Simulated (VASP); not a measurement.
A run of VASP 6.6.1:

INCAR

```
SYSTEM = Pb
PREC = Accurate
ENCUT = 520
EDIFF = 1E-8
ISMEAR = -1
SIGMA = 0.05
LREAL = .FALSE.
LASPH = .TRUE.
NELM = 80
ALGO = Normal
ISIF = 2
LWAVE = .FALSE.
LCHARG = .FALSE.
LEFG = .TRUE.
NBANDS = 21
```

Contents of KPOINTS:

```
Automatic mesh
0
G
  8 8 8
  0 0 0
```

POSCAR

```
Pb
1.0
    0.0000000000      3.3687966822      3.3687966822
    3.3687966822      0.0000000000      3.3687966822
    3.3687966822      3.3687966822      0.0000000000
Pb
2
Direct
    0.0000000000      0.0000000000      0.0000000000
    0.2500000000      0.2500000000      0.2500000000
```

Potentials or basis: VASP PAW LDA potentials, release 64 (Pb_d).

Command:

```sh
$ cat potpaw_LDA.64/Pb_d/POTCAR > POTCAR
$ mpirun -np 1 vasp_std > vasp.out
```

Hardware: 1 thread of Intel(R) Xeon(R) 6975P-C (Granite Rapids), with other jobs on the host.

Q: Estimate the wall time of this run.

A: Wall time 17 s on 1 thread of Intel(R) Xeon(R) 6975P-C (Granite Rapids) (shared host), peak memory 0.17 GiB. Counts: scf iterations 13, k points 29.
